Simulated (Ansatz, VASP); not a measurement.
## Pt: VASP beside Ansatz

```
Pt
1.0
     3.93684    0.00000    0.00000
     0.00000    3.93684    0.00000
    -1.96842    0.00000    1.91755
Pt
2
Direct
  0.00000 0.00000 0.00000
  0.50000 0.50000 0.00000
```

Alike in both runs: task single point; functional PBE; k mesh 9 × 9 × 18; occupations gaussian, width 0.1 eV; no spin polarisation.

|  | VASP | Ansatz |
| --- | --- | --- |
| version | VASP 6.6.1 | Ansatz 0.2.0 |
| potentials or method | VASP PAW PBE potentials, release 64 (Pt), cutoff 520 eV | scalar-relativistic, plane waves, PAW |
| valence electrons in the cell | 20 | 36 |

Ansatz gave:

- gap on the k mesh at the Fermi level (eV): none
- pressure (GPa): 14.7
- traceless stress, the component that is largest in VASP (GPa): 2.07

Task: Which values does VASP return?

Result: gap on the k mesh at the Fermi level (eV): none; pressure (GPa): 14.1; traceless stress, the component that is largest in VASP (GPa): 2.05.

A gap of «none» marks a metal or a gap that the smearing closes. VASP's potentials hold 20 valence electrons a cell and Ansatz's 36, so a difference there can come from the potentials and not from the codes.

Spin-orbit coupling is off throughout.
